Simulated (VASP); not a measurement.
# Ga in VASP: a series of runs

The runs below take Ga through single point, with PBEsol.

Everything below comes from runs of VASP 6.6.1. Logs are shortened: lines on timing, memory, paths and dates and some standing lists are left out, and cuts for length are marked.

**1. The cell of the first run**

The structure is monoclinic, space group C2/m (No. 12). Conventional cell: a = 4.011 Å, b = 3.931 Å, c = 2.956 Å, α = 90.00°, β = 131.09°, γ = 90.00°. Within 3.7 Å of Ga (site symmetry 2/m) lie 12 Ga at 2.81 to 3.04 Å.

**2. Single point, PBEsol (equal xy, yz and zx shear strains of +2 %)**

Contents of INCAR:

```
PREC = Accurate
ENCUT = 520
EDIFF = 1E-6
ISMEAR = -1
SIGMA = 0.03
LREAL = False
LASPH = True
NELM = 100
ALGO = Normal
ISIF = 2
LWAVE = False
LCHARG = False
GGA = PS
NBANDS = 12
```

Contents of KPOINTS:

```
regular mesh
0
Gamma
  16 16 16
```

Contents of POSCAR:

```
Ga
1.0
   -1.3676700000      1.4122500000      2.2290000000
    1.4122500000     -1.3676700000      2.2290000000
    1.3957500000      1.3957500000     -2.2009200000
Ga
1
Direct
    0.0000000000      0.0000000000      0.0000000000
```

Potentials or basis: VASP PAW PBE potentials, release 64 (Ga_d).

Run with:

```console
$ cat potpaw_PBE.64/Ga_d/POTCAR > POTCAR
$ mpirun -np 1 vasp_std > vasp.out
```

OUTCAR:

```text
PREC = Accurate
   ENCUT = 520
   EDIFF = 1E-6
   ISMEAR = -1
   LREAL = False
   LASPH = True
   NELM = 100
   ISIF = 2
   GGA = PS

 ion  position               nearest neighbor table
   1  0.000  0.000  0.000-

  Warning from LATTYP: Got some problem with cell dimensions!
  Tried to take original basis but could not verify dimensions!
  LATTYP: Found a base centered monoclinic cell.
 ALAT       =     4.0112159601
 B/A-ratio  =     0.9801019455
 C/A-ratio  =     0.7370326917
 COS(beta)  =    -0.6571784510

  Lattice vectors:

 A1 = (  -0.0280800000,  -2.8080000000,  -0.0280800000)
 A2 = (  -2.8080000000,  -0.0280800000,  -0.0280800000)
 A3 = (   1.3957500000,   1.3957500000,  -2.2009200000)

Analysis of symmetry for initial positions (statically):
=====================================================================
 Subroutine PRICEL returns:
 Original cell was already a primitive cell.

 Routine SETGRP: Setting up the symmetry group for a
 base centered monoclinic supercell.

 Subroutine GETGRP returns: Found  4 space group operations
 (whereof  4 operations were pure point group operations)
 out of a pool of  4 trial point group operations.

The static configuration has the point symmetry C_2h.

Analysis of symmetry for dynamics (positions and initial velocities):
=====================================================================
 Subroutine PRICEL returns:
 Original cell was already a primitive cell.

 Routine SETGRP: Setting up the symmetry group for a
 base centered monoclinic supercell.

 Subroutine GETGRP returns: Found  4 space group operations
 (whereof  4 operations were pure point group operations)
 out of a pool of  4 trial point group operations.

The dynamic configuration has the point symmetry C_2h.

 Subroutine INISYM returns: Found  4 space group operations
 (whereof  4 operations are pure point group operations),
 and found     1 'primitive' translations

----------------------------------------------------------------------------------------

                                     Primitive cell

  volume of cell :      17.5701

  direct lattice vectors                    reciprocal lattice vectors
    -1.367670000  1.412250000  2.229000000    -0.005748081  0.353974501  0.220833572
     1.412250000 -1.367670000  2.229000000     0.353974501 -0.005748081  0.220833572
[... 88 lines left out ...]
   NFREE  =      0    steps in history (QN), initial steepest desc. (CG)
   ISIF   =      2    stress and relaxation
   ISYM   =      2    0-nonsym 1-usesym 2-fastsym
   POTIM  = 0.5000    time-step for ionic-motion
   TEBEG  =    0.0;   TEEND  =   0.0 temperature during run
   PSTRESS=    0.0 pullay stress
   NELECT =      13.0000    total number of electrons
   NUPDOWN=      -1.0000    fix difference up-down
   EMIN   =  10.00;   EMAX   =-10.00  energy-range for DOS
   EFERMI =   0.00;   METHOD = LEGACY
   ISMEAR =    -1;   SIGMA  =   0.03  broadening in eV -4-tet -1-fermi 0-gaus
   EFERMI_NEDOS =   21; number of points for ismear=-14 and -15
   IALGO  =     38    algorithm
   IMIX   =      4    mixing-type and parameters
     AMIX     =   0.40;   BMIX     =  1.00
     AMIX_MAG =   1.60;   BMIX_MAG =  1.00
  volume/ion in A,a.u.               =      17.57       118.57
  Fermi-wavevector in a.u.,A,eV,Ry     =   1.480691  2.798100 29.830023  2.192445
  Thomas-Fermi vector in A             =   2.594693
   LORBIT       =      0    0 simple, 1 ext, 2 COOP (PROOUT), +10 PAW based schemes
   GGA     = PS    functional components
   LHFCALC =     F    Hartree Fock is set to
   AEXX    =    0.0000 exact exchange contribution
   IVDW    =     0    specifies the selected vdW correction
   LEPSILON=     F    determine dielectric tensor
   LRPA    =     F    only Hartree local field effects (RPA)
 non-spin polarized calculation
  energy-cutoff  :      520.00
  volume of cell :       17.57
 maximum number of plane-waves:       487
 NGX is ok and might be reduce to    24
   NGX = 11   NGY = 11   NGZ = 11

 number of electron      13.0000000 magnetization

 Free energy of the ion-electron system (eV)
  ---------------------------------------------------
  ext. energy  EPLUGINS =         0.00000000
  ---------------------------------------------------
  free energy    TOTEN  =        -3.33595258 eV

  energy without entropy =       -3.33502918  energy(sigma->0) =       -3.33549088

 E-fermi :   6.0888     XC(G=0): -11.5115

 val. band max:        6.0861078178   @ k =  -0.1250  -0.3750   0.4375
 cond. band min:       6.0960814081   @ k =   0.4375   0.3750   0.4375
 fundamental gap:      0.0099735903
 Fermi energy:         6.0888166975

 k-point     1 :       0.0000    0.0000    0.0000
  band No.  band energies     occupation
      1      -8.9166      2.00000
      2      -8.7884      2.00000
      3      -8.7796      2.00000
      4      -8.7539      2.00000
      5      -8.6172      2.00000
      6      -5.5318      2.00000
      7      18.7590      0.00000
      8      19.0010      0.00000
      9      19.5212      0.00000
     10      22.3223      0.00000
     11      22.5960      0.00000
     12      23.1782      0.00000
[... 331 lines left out ...]
 k-point    24 :      -0.0625    0.0625    0.0000
  band No.  band energies     occupation
      1      -8.9014      2.00000
      2      -8.7869      2.00000
      3      -8.7814      2.00000
      4      -8.7498      2.00000
      5      -8.6249      2.00000
      6      -5.3769      2.00000
      7      17.6490      0.00000
      8      18.4385      0.00000
      9      18.5057      0.00000
     10      20.8392      0.00000
     11      23.6297      0.00000
     12      24.3178      0.00000

 [... further k-points ...]

------------------------ aborting loop because EDIFF is reached ----------------------------------------

  FORCE on cell =-STRESS in cart. coord.  units (eV):
  Direction    XX          YY          ZZ          XY          YZ          ZX
  --------------------------------------------------------------------------------------
  -------------------------------------------------------------------------------------
  Total        0.0791466      0.0791466      0.0561944     -0.0764494     -0.0434077     -0.0434078
  in kB        7.2171846      7.2171846      5.1242362     -6.9712343     -3.9582475     -3.9582503
  external PRESSURE =       6.5195351 kB  Pullay stress =       0.0000000 kB

 VOLUME and BASIS-vectors are now :
 -----------------------------------------------------------------------------
  energy-cutoff  :      520.00
  volume of cell :       17.57
      direct lattice vectors                 reciprocal lattice vectors
    -1.367670000  1.412250000  2.229000000    -0.005748081  0.353974501  0.220833572
     1.412250000 -1.367670000  2.229000000     0.353974501 -0.005748081  0.220833572
     1.395750000  1.395750000 -2.200920000     0.352669198  0.352669198 -0.007053384

 POSITION                                       TOTAL-FORCE (eV/Angst)
 -----------------------------------------------------------------------------------
      0.00000      0.00000      0.00000        -0.000000      0.000000      0.000000
 -----------------------------------------------------------------------------------
    total drift:                                0.000000      0.000000      0.000000

  FREE ENERGIE OF THE ION-ELECTRON SYSTEM (eV)
  ---------------------------------------------------
  free  energy   TOTEN  =        -3.3359525824 eV

  energy  without entropy=       -3.3350291826  energy(sigma->0) =       -3.33549088
```

OSZICAR:

```text
N       E                     dE             d eps       ncg     rms          rms(c)
DAV:   1     0.428727320546E+02    0.42873E+02   -0.66758E+03 28672   0.191E+03
DAV:   2    -0.132081999142E+01   -0.44194E+02   -0.42485E+02 27892   0.262E+02
DAV:   3    -0.336657918230E+01   -0.20458E+01   -0.20406E+01 30064   0.452E+01
DAV:   4    -0.338279505868E+01   -0.16216E-01   -0.16214E-01 30344   0.426E+00
DAV:   5    -0.338296766433E+01   -0.17261E-03   -0.17260E-03 31112   0.423E-01    0.101E+00
DAV:   6    -0.334466827898E+01    0.38299E-01   -0.63703E-02 32972   0.535E+00    0.468E-01
DAV:   7    -0.333699174959E+01    0.76765E-02   -0.91052E-03 34124   0.171E+00    0.139E-01
DAV:   8    -0.333595029712E+01    0.10415E-02   -0.83833E-04 33492   0.522E-01    0.727E-03
DAV:   9    -0.333595190278E+01   -0.16057E-05   -0.71120E-06 33160   0.439E-02    0.344E-03
DAV:  10    -0.333595258237E+01   -0.67959E-06   -0.25971E-07 21508   0.831E-03
   1 F= -.33359526E+01 E0= -.33354909E+01  d E =-.923400E-03
```

It took 1.8 min on 1 thread of Intel Xeon Platinum 8488C (Sapphire Rapids), shared host; peak memory 0.33 GiB.

What came out:

| Item | Value |
| --- | --- |
| Free energy | -3.3360 eV |
| Pressure | 0.7 GPa |

Caveat: the cell differs from its parent crystal (equal xy, yz and zx shear strains of +2 %); the PAW data sets were made with another functional, which shifts forces and pressure a little.

(Continued in part 2 of 2.)
